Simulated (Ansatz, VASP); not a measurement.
**Two plane-wave programs on ZrTi3C4**

```
Zr Ti C
1.0
     3.13791    0.00000    0.00000
     0.00000    4.44705    0.00000
     0.00000    0.00000    6.27474
Zr Ti C
1 3 4
Direct
  0.50000 0.50000 0.50000
  0.00000 0.00000 0.24413
  0.00000 0.00000 0.75587
  0.50000 0.50000 0.00000
  0.00000 0.50000 0.76284
  0.50000 0.00000 0.00000
  0.00000 0.50000 0.23716
  0.50000 0.00000 0.50000
```

Alike in both runs: functional PBE; k mesh 12 × 8 × 6; occupations gaussian, width 0.1 eV; no spin polarisation.

Ansatz relaxed the structure, and its values are those at the end. VASP's run is a single point on that final structure, the one shown.

|  | VASP | Ansatz |
| --- | --- | --- |
| version | VASP 6.6.1 | Ansatz 0.2.0 |
| potentials or method | VASP PAW PBE potentials, release 64 (Zr_sv, Ti_sv, C), cutoff 520 eV | scalar-relativistic, plane waves, PAW |
| valence electrons in the cell | 64 | 64 |

Ansatz gave:

| Property | Result |
| --- | --- |
| gap on the k mesh at the Fermi level (eV) | none |
| pressure (GPa) | 0.0 |

Problem. What did VASP give for the same quantities?

Solution. gap on the k mesh at the Fermi level (eV): none; pressure (GPa): 0.2.

A gap of «none» marks a metal or a gap that the smearing closes.
